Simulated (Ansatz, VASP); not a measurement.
BaTiO3: VASP beside Ansatz

The input INCAR:

```
SYSTEM = BaTiO3
ALGO = Normal
EDIFF = 1E-6
ENCUT = 520
GGA = PE
ISIF = 2
ISMEAR = 0
LASPH = .TRUE.
LCHARG = .TRUE.
LELF = .TRUE.
LREAL = .FALSE.
LVHAR = .TRUE.
LWAVE = .FALSE.
NBANDS = 28
NELM = 60
PREC = Accurate
SIGMA = 0.05
```

Contents of KPOINTS:

```
k-points
0
G
  8 8 8
  0 0 0
```

Contents of POSCAR:

```
BaTiO3
1.0
    4.0192501416      0.0000000000      0.0000000000
    0.0000000000      4.0192501416      0.0000000000
    0.0000000000      0.0000000000      4.0192501416
Ba Ti O
1 1 3
Direct
    0.5000000000      0.5000000000      0.5000000000
    0.0000000000      0.0000000000      0.0000000000
    0.5000000000     -0.0316674046     -0.0316674046
    0.0000000000      0.5000000000      0.0000000000
    0.0000000000      0.0000000000      0.5000000000
```

Input for Ansatz:

```yaml
crystal:
  lattice:
    - [4.0192501416, 0.0, 0.0]
    - [0.0, 4.0192501416, 0.0]
    - [0.0, 0.0, 4.0192501416]
  atoms:
    - { symbol: Ba, position: [0.5, 0.5, 0.5] }
    - { symbol: Ti, position: [0.0, 0.0, 0.0] }
    - { symbol: O, position: [0.5, -0.0316674046, -0.0316674046] }
    - { symbol: O, position: [0.0, 0.5, 0.0] }
    - { symbol: O, position: [0.0, 0.0, 0.5] }
basis:
  ecutwfc: 420
kpoints:
  mp_grid: { grid: [8, 8, 8] }
hamiltonian:
  xc: pbe
scf:
  occupations: { method: gaussian, width: 0.05 }
output:
  forces: true
  stress: true
  eigenvalues: true
```

Alike in both runs: task single point; functional PBE; k mesh 8 × 8 × 8; occupations gaussian, width 0.05 eV; no spin polarisation.

|  | VASP | Ansatz |
| --- | --- | --- |
| version | VASP 6.6.1 | Ansatz 0.2.0 |
| potentials or method | VASP PAW PBE potentials, release 64 (Ba_sv, Ti_sv, O), cutoff 520 eV | scalar-relativistic, plane waves, PAW |
| valence electrons in the cell | 40 | 40 |

VASP gave:

```
gap on the k mesh at the Fermi level (eV)                     : 1.69
least direct gap on the mesh (eV)                             : 1.88
pressure (GPa)                                                : 1.9
traceless stress, the component that is largest in VASP (GPa) : -0.32
rms of the force components (eV/Å)                            : 0.345
```

Problem. What did Ansatz give for the same quantities?

Solution. gap on the k mesh at the Fermi level (eV): 1.75; least direct gap on the mesh (eV): 1.91; pressure (GPa): 0.1; traceless stress, the component that is largest in VASP (GPa): -0.26; rms of the force components (eV/Å): 0.332.

Atom by atom the forces differ by 0.021 eV/Å (rms over components).

Spin-orbit coupling is off throughout.
